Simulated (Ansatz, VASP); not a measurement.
CoO: VASP beside Ansatz

```xyz
2
Lattice="1.5055 0.8692 2.4399 -1.5055 0.8692 2.4399 0.0000 -1.7384 2.4399" Properties=species:S:1:pos:R:3 pbc="T T T"
Co    0.0000    0.0000    0.0000
O     0.0000    0.0000    3.6599
```

Alike in both runs: task single point; functional PBEsol; k mesh 11 × 11 × 11; occupations fermi-dirac, width 0.05 eV; no spin polarisation.

|  | VASP | Ansatz |
| --- | --- | --- |
| version | VASP 6.6.1 | Ansatz 0.2.0 |
| potentials or method | VASP PAW PBE potentials, release 64 (Co, O) | Ansatz PAW |
| plane-wave cutoff (eV) | 520 | 420 |
| valence electrons in the cell | 15 | 23 |

VASP gave:

- gap on the k mesh at the Fermi level (eV): none
- pressure (GPa): -27.1
- traceless stress, the component that is largest in VASP (GPa): 0.26

Question: What did Ansatz give for the same quantities?

Answer: gap on the k mesh at the Fermi level (eV): none; pressure (GPa): -27.0; traceless stress, the component that is largest in VASP (GPa): 0.25.

VASP's potentials were made for PBE, not for PBEsol. A gap of «none» marks a metal or a gap that the smearing closes. VASP's potentials hold 15 valence electrons a cell and Ansatz's 23, so a difference there can come from the potentials and not from the codes.
